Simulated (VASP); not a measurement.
**Ir: single point with r2SCAN**

The system is Ir.

```
Ir
1.0
     0.00000    1.91970    1.91970
     1.91970    0.00000    1.91970
     1.91970    1.91970    0.00000
Ir
1
Direct
  0.00000 0.00000 0.00000
```

```yaml
Program: VASP 6.6.1
Task: single point
Functional: r2SCAN
Potentials_or_basis: VASP PAW PBE potentials, release 64 (Ir)
Cutoff: 520 eV
k_mesh: 24 × 24 × 24
Occupations: gaussian, width 0.15 eV
Spin: no spin polarisation
Dipole_correction: no
Further_INCAR_settings: ALGO = Normal; EDIFF = 1e-06; NBANDS = 10
```

```
Pressure : 4.1 GPa
```

Levels at points of the mesh, in eV from the Fermi level:
```
           k point  band 2  band 3  band 4  band 5  band 6  band 7
(0.00, 0.00, 0.00)   -4.01   -4.01   -4.01   -1.29   -1.29   15.09
(0.50, 0.00, 0.00)   -4.16   -4.16   -0.71    0.93    0.93    7.66
(0.50, 0.50, 0.00)   -7.63    0.84    1.56    1.56    1.78   11.07
```

It took 2.2 min on 1 thread of Intel(R) Xeon(R) Platinum 8375C CPU @ 2.90GHz (Ice Lake), with other jobs on the host, peak memory 0.18 GiB.

Caveat: the PAW data sets were made with another functional, which shifts forces and pressure a little; spin-orbit coupling is left out, which moves the levels of the heavy elements.
